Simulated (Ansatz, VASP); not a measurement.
# One calculation of CaO, two programs

File INCAR:

```
PREC     = Accurate       # precision mode
ENCUT    = 520            # plane-wave cutoff, eV
EDIFF    = 1E-8           # SCF threshold, eV
ISMEAR   = -1             # smearing method
SIGMA    = 0.02           # smearing width, eV
LREAL    = False          # projectors in reciprocal space
LASPH    = True           # aspherical terms in the spheres
NELM     = 60             # most SCF steps
ALGO     = Normal         # electronic algorithm
ISIF     = 2              # what is computed and relaxed
LWAVE    = False          # write WAVECAR
LCHARG   = False          # write CHGCAR
GGA      = PE             # functional
LEFG     = True         
NBANDS   = 15             # bands
```

The input KPOINTS:

```
regular mesh
0
Gamma
  11 11 11
```

The input POSCAR:

```
CaO
1.0
    0.0000000000      2.4490000000      2.4490000000
    2.4490000000      0.0000000000      2.4490000000
    2.4490000000      2.4490000000      0.0000000000
Ca O
1 1
Direct
    0.0000000000      0.0000000000      0.0000000000
    0.5000000000      0.5000000000      0.5000000000
```

Input for Ansatz:

```yaml
crystal:
  lattice:
    - [0.0, 2.449, 2.449]
    - [2.449, 0.0, 2.449]
    - [2.449, 2.449, 0.0]
  atoms:
    - { symbol: Ca, position: [0.0, 0.0, 0.0] }
    - { symbol: O, position: [0.5, 0.5, 0.5] }
kpoints:
  mp_grid: { grid: [11, 11, 11] }
  band_path:
    path:
      - [0.0, 0.0, 0.0]
      - [0.5, 0.0, 0.5]
      - [0.625, 0.25, 0.625]
      - [0.375, 0.375, 0.75]
      - [0.0, 0.0, 0.0]
      - [0.5, 0.5, 0.5]
      - [0.5, 0.25, 0.75]
      - [0.5, 0.0, 0.5]
    npoints: 8
scf:
  occupations: { method: fermi_dirac, width: 0.02 }
hamiltonian:
  xc: pbe
  pseudopotentials: { kind: paw }
output:
  forces: true
  stress: true
  eigenvalues: true
  efg: { contact_densities: true }
  populations: true
  bader: true
  dos: { projected: true, de: 0.2, e_range: [-14, 8] }
```

Alike in both runs: task electric field gradients; functional PBE; k mesh 11 × 11 × 11; occupations fermi-dirac, width 0.02 eV; no spin polarisation.

|  | VASP | Ansatz |
| --- | --- | --- |
| version | VASP 6.6.1 | Ansatz 0.2.0 |
| potentials or method | VASP PAW PBE potentials, release 64 (Ca_sv, O) | PAW with Ansatz's default frozen-core files, scalar-relativistic |
| plane-wave cutoff (eV) | 520 | 420 |
| valence electrons in the cell | 16 | 16 |

```csv
,VASP,Ansatz,Ansatz less VASP
gap on the k mesh at the Fermi level (eV),3.68,3.70,+0.015
pressure (GPa),-3.5,-4.0,-0.46
```
